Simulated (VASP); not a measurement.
# MnS (F-43m) in VASP: a series of runs

The runs below take MnS through single point, with PBE.

Program: VASP 6.6.1. These are calculated values, not measurements. Logs are shortened: lines on timing, memory, paths and dates and some standing lists are left out, and cuts for length are marked.

### 1 The cell of the first run

The structure is cubic, space group F-43m (No. 216). Conventional cell: a = 4.947 Å, b = 4.947 Å, c = 4.947 Å, α = 90.00°, β = 90.00°, γ = 90.00°. Mn (site symmetry -43m) has 4 S at 2.14 Å within 2.8 Å. S (site symmetry -43m) has 4 Mn at 2.14 Å within 2.8 Å.

### 2 Single point, PBE, collinear spin, ferromagnetic start

The input, INCAR:

```
PREC     = Accurate       # precision mode
ENCUT    = 520            # plane-wave cutoff, eV
EDIFF    = 1E-6           # SCF threshold, eV
ISMEAR   = -1             # smearing method
SIGMA    = 0.05           # smearing width, eV
LREAL    = False          # projectors in reciprocal space
LASPH    = True           # aspherical terms in the spheres
NELM     = 150            # most SCF steps
ALGO     = Normal         # electronic algorithm
ISIF     = 2              # what is computed and relaxed
LWAVE    = False          # write WAVECAR
LCHARG   = False          # write CHGCAR
ISPIN    = 2              # spin polarisation
MAGMOM   = 1 0            # initial moments
LORBIT   = 11             # projections on sites
NUPDOWN  = 1.0            # fixed moment
LMAXMIX  = 4              # l up to which the mixer works
GGA      = PE             # functional
NBANDS   = 20             # bands
```

The input, KPOINTS:

```
Automatic mesh
0
Gamma
  8 8 8
```

The input, POSCAR:

```
MnS
1.0
    0.0000000000      2.4734634191      2.4734634191
    2.4734634191      0.0000000000      2.4734634191
    2.4734634191      2.4734634191      0.0000000000
Mn S
1 1
Direct
    0.0000000000      0.0000000000      0.0000000000
    0.7500000000      0.7500000000      0.7500000000
```

Potentials or basis: VASP PAW PBE potentials, release 64 (Mn_pv, S).

Command:

```sh
$ cat potpaw_PBE.64/Mn_pv/POTCAR potpaw_PBE.64/S/POTCAR > POTCAR
$ mpirun -np 1 vasp_std > vasp.out
```

OUTCAR:

```text
PREC = Accurate
   ENCUT = 520
   EDIFF = 1E-6
   ISMEAR = -1
   LREAL = False
   LASPH = True
   NELM = 150
   ISIF = 2
   ISPIN = 2
   LORBIT = 11
   NUPDOWN = 1.0
   GGA = PE

 ion  position               nearest neighbor table
   1  0.000  0.000  0.000-   2 2.14   2 2.14   2 2.14   2 2.14
   2  0.750  0.750  0.750-   1 2.14   1 2.14   1 2.14   1 2.14

  LATTYP: Found a face centered cubic cell.
 ALAT       =     4.9469268382

  Lattice vectors:

 A1 = (   0.0000000000,   2.4734634191,   2.4734634191)
 A2 = (   2.4734634191,   0.0000000000,   2.4734634191)
 A3 = (   2.4734634191,   2.4734634191,   0.0000000000)

Analysis of symmetry for initial positions (statically):
=====================================================================
 Subroutine PRICEL returns:
 Original cell was already a primitive cell.

 Routine SETGRP: Setting up the symmetry group for a
 face centered cubic supercell.

 Subroutine GETGRP returns: Found 24 space group operations
 (whereof 24 operations were pure point group operations)
 out of a pool of 48 trial point group operations.

The static configuration has the point symmetry T_d .

Analysis of symmetry for dynamics (positions and initial velocities):
=====================================================================
 Subroutine PRICEL returns:
 Original cell was already a primitive cell.

 Routine SETGRP: Setting up the symmetry group for a
 face centered cubic supercell.

 Subroutine GETGRP returns: Found 24 space group operations
 (whereof 24 operations were pure point group operations)
 out of a pool of 48 trial point group operations.

The dynamic configuration has the point symmetry T_d .

Analysis of structural, dynamic, and magnetic symmetry:
=====================================================================
 Subroutine PRICEL returns:
 Original cell was already a primitive cell.

 Routine SETGRP: Setting up the symmetry group for a
 face centered cubic supercell.

 Subroutine GETGRP returns: Found 24 space group operations
 (whereof 24 operations were pure point group operations)
 out of a pool of 48 trial point group operations.

The overall configuration has the point symmetry T_d .

 Subroutine INISYM returns: Found 24 space group operations
 (whereof 24 operations are pure point group operations),
 and found     1 'primitive' translations

----------------------------------------------------------------------------------------

                                     Primitive cell

  volume of cell :      30.2654

  direct lattice vectors                    reciprocal lattice vectors
     0.000000000  2.473463419  2.473463419    -0.202145702  0.202145702  0.202145702
     2.473463419  0.000000000  2.473463419     0.202145702 -0.202145702  0.202145702
     2.473463419  2.473463419  0.000000000     0.202145702  0.202145702 -0.202145702

  length of vectors
     3.498005513  3.498005513  3.498005513     0.350126627  0.350126627  0.350126627

  position of ions in fractional coordinates (direct lattice)
     0.000000000  0.000000000  0.000000000
     0.750000000  0.750000000  0.750000000

  ion indices of the primitive-cell ions
   primitive index   ion index
                 1           1
                 2           2

----------------------------------------------------------------------------------------

 KPOINTS: Automatic mesh

Automatic generation of k-mesh.
 Grid dimensions read from file:
 generate k-points for:    8    8    8

 Generating k-lattice:

  Cartesian coordinates                     Fractional coordinates (reciprocal lattice)
    -0.025268213  0.025268213  0.025268213     0.125000000  0.000000000  0.000000000
     0.025268213 -0.025268213  0.025268213     0.000000000  0.125000000  0.000000000
     0.025268213  0.025268213 -0.025268213     0.000000000  0.000000000  0.125000000

  Length of vectors
     0.043765828  0.043765828  0.043765828

  Shift w.r.t. Gamma in fractional coordinates (k-lattice)
     0.000000000  0.000000000  0.000000000

 Subroutine IBZKPT returns following result:
 ===========================================

 Found     29 irreducible k-points:

 Following reciprocal coordinates:
            Coordinates               Weight
  0.000000  0.000000  0.000000      1.000000
  0.125000  0.000000  0.000000      8.000000
  0.250000  0.000000  0.000000      8.000000
  0.375000  0.000000  0.000000      8.000000
  0.500000  0.000000  0.000000      4.000000
  0.125000  0.125000  0.000000      6.000000
[... 16 lines left out ...]
  0.500000  0.250000  0.125000     48.000000
 -0.375000  0.250000  0.125000     24.000000
 [... further k-points ...]
   k-points           NKPTS =     29   k-points in BZ     NKDIM =     29   number of bands    NBANDS=     20
   number of dos      NEDOS =    301   number of ions     NIONS =      2
   total plane-waves  NPLWV =  21952
   dimension x,y,z NGX =    28 NGY =   28 NGZ =   28
   dimension x,y,z NGXF=    56 NGYF=   56 NGZF=   56
   ions per type =               1   1
   NGX,Y,Z   is equivalent  to a cutoff of  13.31, 13.31, 13.31 a.u.
   NGXF,Y,Z  is equivalent  to a cutoff of  26.61, 26.61, 26.61 a.u.
 SYSTEM =  unknown system
   PREC   = accura    normal or accurate (medium, high low for compatibility)
   ISTART =      0    job   : 0-new  1-cont  2-samecut
   ICHARG =      2    charge: 1-file 2-atom 10-const
   ISPIN  =      2    spin polarized calculation?
   LNONCOLLINEAR =      F non collinear calculations
   LSORBIT =      F    spin-orbit coupling
   LASPH  =      T    aspherical Exc in radial PAW
   ENCUT  =  520.0 eV  38.22 Ry    6.18 a.u.   6.50  6.50  6.50*2*pi/ulx,y,z
   NELM   =    150;   NELMIN=  2; NELMDL= -5     # of ELM steps
   EDIFF  = 0.1E-05   stopping-criterion for ELM
   LREAL  =      F    real-space projection
   EDIFFG = 0.1E-04   stopping-criterion for IOM
   NSW    =      0    number of steps for IOM
   IBRION =     -1    ionic relax: 0-MD 1-quasi-New 2-CG
   NFREE  =      0    steps in history (QN), initial steepest desc. (CG)
   ISIF   =      2    stress and relaxation
   ISYM   =      2    0-nonsym 1-usesym 2-fastsym
   POTIM  = 0.5000    time-step for ionic-motion
   TEBEG  =    0.0;   TEEND  =   0.0 temperature during run
   PSTRESS=    0.0 pullay stress
   NELECT =      19.0000    total number of electrons
   NUPDOWN=       1.0000    fix difference up-down
   EMIN   =  10.00;   EMAX   =-10.00  energy-range for DOS
   EFERMI =   0.00;   METHOD = LEGACY
   ISMEAR =    -1;   SIGMA  =   0.05  broadening in eV -4-tet -1-fermi 0-gaus
   EFERMI_NEDOS =   21; number of points for ismear=-14 and -15
   IALGO  =     38    algorithm
   IMIX   =      4    mixing-type and parameters
     AMIX     =   0.40;   BMIX     =  1.00
     AMIX_MAG =   1.60;   BMIX_MAG =  1.00
  volume/ion in A,a.u.               =      15.13       102.12
  Fermi-wavevector in a.u.,A,eV,Ry     =   1.401771  2.648964 26.734947  1.964963
  Thomas-Fermi vector in A             =   2.524600
   LORBIT       =     11    0 simple, 1 ext, 2 COOP (PROOUT), +10 PAW based schemes
   GGA     = PE    functional components
   LHFCALC =     F    Hartree Fock is set to
   AEXX    =    0.0000 exact exchange contribution
   IVDW    =     0    specifies the selected vdW correction
   LEPSILON=     F    determine dielectric tensor
   LRPA    =     F    only Hartree local field effects (RPA)
 spin polarized calculation
  energy-cutoff  :      520.00
  volume of cell :       30.27
 maximum number of plane-waves:       869
 NGX is ok and might be reduce to    28
   NGX = 13   NGY = 13   NGZ = 13

 number of electron      18.9999987 magnetization       0.9999999

 Free energy of the ion-electron system (eV)
  ---------------------------------------------------
  ext. energy  EPLUGINS =         0.00000000
  ---------------------------------------------------
  free energy    TOTEN  =       -13.60638414 eV

  energy without entropy =      -13.58019292  energy(sigma->0) =      -13.59328853

 E-fermi :   7.5117     XC(G=0): -11.2421

 val. band max:        7.7058728695   @ k =  -0.3750   0.3750   0.1250
 cond. band min:       7.5727449634   @ k =   0.3750   0.2500   0.0000
 fundamental gap:     -0.1331279061
 Fermi energy:         7.7470175614

 spin component 1

 k-point     1 :       0.0000    0.0000    0.0000
  band No.  band energies     occupation
      1     -40.7911      1.00000
      2     -40.7911      1.00000
      3     -40.7911      1.00000
      4      -7.8676      1.00000
      5       2.5876      1.00000
      6       2.5876      1.00000
[... 12 lines left out ...]
     19      23.1270      0.00000
     20      23.5875      0.00000
[... 507 lines left out ...]
 k-point    24 :      -0.3750    0.2500    0.1250
  band No.  band energies     occupation
      1     -40.8132      1.00000
      2     -40.8012      1.00000
      3     -40.7970      1.00000
      4      -6.3683      1.00000
      5       1.1964      1.00000
      6       2.3334      1.00000
[... 12 lines left out ...]
     19      24.0103      0.00000
     20      26.1294      0.00000

 [... further k-points ...]

 spin component 2

 k-point     1 :       0.0000    0.0000    0.0000
  band No.  band energies     occupation
      1     -39.7863      1.00000
      2     -39.7863      1.00000
      3     -39.7863      1.00000
      4      -7.8471      1.00000
      5       2.8727      1.00000
      6       2.8727      1.00000
[... 12 lines left out ...]
     19      23.1762      0.00000
     20      23.7616      0.00000
[... 507 lines left out ...]
 k-point    24 :      -0.3750    0.2500    0.1250
  band No.  band energies     occupation
      1     -39.8101      1.00000
      2     -39.7971      1.00000
      3     -39.7926      1.00000
      4      -6.3623      1.00000
      5       1.2909      1.00000
      6       2.5308      1.00000
[... 12 lines left out ...]
     19      24.1471      0.00000
     20      26.3236      0.00000

 [... further k-points ...]

------------------------ aborting loop because EDIFF is reached ----------------------------------------

  FORCE on cell =-STRESS in cart. coord.  units (eV):
  Direction    XX          YY          ZZ          XY          YZ          ZX
  --------------------------------------------------------------------------------------
  -------------------------------------------------------------------------------------
  Total        1.0705603      1.0705603      1.0705603      0.0000000     -0.0000000     -0.0000000
  in kB       56.6728741     56.6728741     56.6728741      0.0000000     -0.0000000     -0.0000000
  external PRESSURE =      56.6728741 kB  Pullay stress =       0.0000000 kB

 VOLUME and BASIS-vectors are now :
 -----------------------------------------------------------------------------
  energy-cutoff  :      520.00
  volume of cell :       30.27
      direct lattice vectors                 reciprocal lattice vectors
     0.000000000  2.473463419  2.473463419    -0.202145702  0.202145702  0.202145702
     2.473463419  0.000000000  2.473463419     0.202145702 -0.202145702  0.202145702
     2.473463419  2.473463419  0.000000000     0.202145702  0.202145702 -0.202145702

 POSITION                                       TOTAL-FORCE (eV/Angst)
 -----------------------------------------------------------------------------------
      0.00000      0.00000      0.00000         0.000000     -0.000000      0.000000
      3.71020      3.71020      3.71020        -0.000000      0.000000     -0.000000
 -----------------------------------------------------------------------------------
    total drift:                               -0.000000     -0.000000     -0.000001

  FREE ENERGIE OF THE ION-ELECTRON SYSTEM (eV)
  ---------------------------------------------------
  free  energy   TOTEN  =       -13.6063841432 eV

  energy  without entropy=      -13.5801929209  energy(sigma->0) =      -13.59328853

 total charge

# of ion       s       p       d       tot
------------------------------------------
    1        0.354   6.320   5.346  12.019
    2        1.324   2.433   0.000   3.756
--------------------------------------------------
tot          1.677   8.753   5.346  15.776

 magnetization (x)

# of ion       s       p       d       tot
------------------------------------------
    1        0.021   0.016   0.943   0.980
    2       -0.001  -0.034   0.000  -0.035
--------------------------------------------------
tot          0.019  -0.018   0.943   0.945
```

Wall time 38 s (1 thread of Intel Xeon 6975P-C (Granite Rapids), shared host); peak memory 0.18 GiB.

Results:

```yaml
Free_energy: -13.6064 eV
Pressure: 5.7 GPa
Net_moment: 1.00 μB per cell
Site_moments: Mn +0.98; S -0.04 μB
Valence_electrons_inside_the_program's_atomic_spheres: Mn 12.02; S 3.76
```

Caveat: the cell stands under pressure; the total moment is fixed, so each spin has its own Fermi level; a cell with one magnetic atom can't hold antiferromagnetic order, which such compounds often take.

### 3 Single point, PBE, collinear spin, ferromagnetic start

The input, INCAR:

```
PREC = Accurate
ENCUT = 520
EDIFF = 1E-7
ISMEAR = -1
SIGMA = 0.05
LREAL = F
LASPH = T
NELM = 150
ALGO = Normal
ISIF = 2
LWAVE = F
LCHARG = T
ISPIN = 2
MAGMOM = 2 0
LORBIT = 11
NUPDOWN = 2.0
LMAXMIX = 4
GGA = PE
LELF = T
LVHAR = T
NBANDS = 20
```

The input, KPOINTS:

```
regular mesh
0
Gamma
  8 8 8
```

POSCAR is that of step 2.

Potentials or basis: VASP PAW PBE potentials, release 64 (Mn_pv, S).

Command:

```sh
$ cat potpaw_PBE.64/Mn_pv/POTCAR potpaw_PBE.64/S/POTCAR > POTCAR
$ mpirun -np 1 vasp_std > vasp.out
```

Run time: 35 s. Hardware: 1 thread of Intel Xeon 6975P-C (Granite Rapids), shared host; peak memory 0.18 GiB.

The run converged. Its results:

* Free energy: -13.4990 eV
* Pressure: 12.9 GPa
* Net moment: 2.00 μB per cell
* Site moments: Mn +1.93; S -0.05 μB
* Valence electrons inside the program's atomic spheres: Mn 11.99; S 3.78

Caveat: the cell stands under pressure; the total moment is fixed, so each spin has its own Fermi level; a cell with one magnetic atom can't hold antiferromagnetic order, which such compounds often take.

### 4 Single point, PBE, collinear spin, ferromagnetic start

The input, INCAR:

```
PREC = Accurate ; ENCUT = 520
EDIFF = 1E-6 ; ISMEAR = -1
SIGMA = 0.05 ; LREAL = F
LASPH = T ; NELM = 150
ALGO = Normal ; ISIF = 2
LWAVE = F ; LCHARG = F
ISPIN = 2 ; MAGMOM = 3 0
LORBIT = 11 ; NUPDOWN = 3.0
LMAXMIX = 4 ; GGA = PE
NBANDS = 20
```

KPOINTS is that of step 3.

POSCAR is that of step 3.

Command:

```sh
$ cat potpaw_PBE.64/Mn_pv/POTCAR potpaw_PBE.64/S/POTCAR > POTCAR
$ mpirun -np 1 vasp_std > vasp.out
```

Run time: 28 s. Hardware: 1 thread of Intel Xeon 6975P-C (Granite Rapids), shared host; peak memory 0.18 GiB.

The run converged. Its results:

```yaml
Free_energy: -13.3638 eV
Pressure: 23.7 GPa
Net_moment: 3.00 μB per cell
Site_moments: Mn +2.80; S -0.02 μB
Valence_electrons_inside_the_program's_atomic_spheres: Mn 11.96; S 3.82
```

Caveat: the cell stands under pressure; the total moment is fixed, so each spin has its own Fermi level; a cell with one magnetic atom can't hold antiferromagnetic order, which such compounds often take.

### 5 Summary

```csv
fixed moment (μB),pressure (GPa),moment (μB)
1.0,5.7,1.00
2.0,12.9,2.00
3.0,23.7,3.00
```

Alike in all rows: task single point; level PBE; potentials or basis VASP PAW PBE potentials, release 64 (Mn_pv, S); spin collinear, ferromagnetic start; cell as given; k mesh 8 × 8 × 8; cutoff (eV) 520; smearing fermi-dirac 0.05 eV.

Caveats: the cell stands under pressure; the total moment is fixed, so each spin has its own Fermi level; a cell with one magnetic atom can't hold antiferromagnetic order, which such compounds often take.

Absolute energies hang on the potentials; compare differences alone.
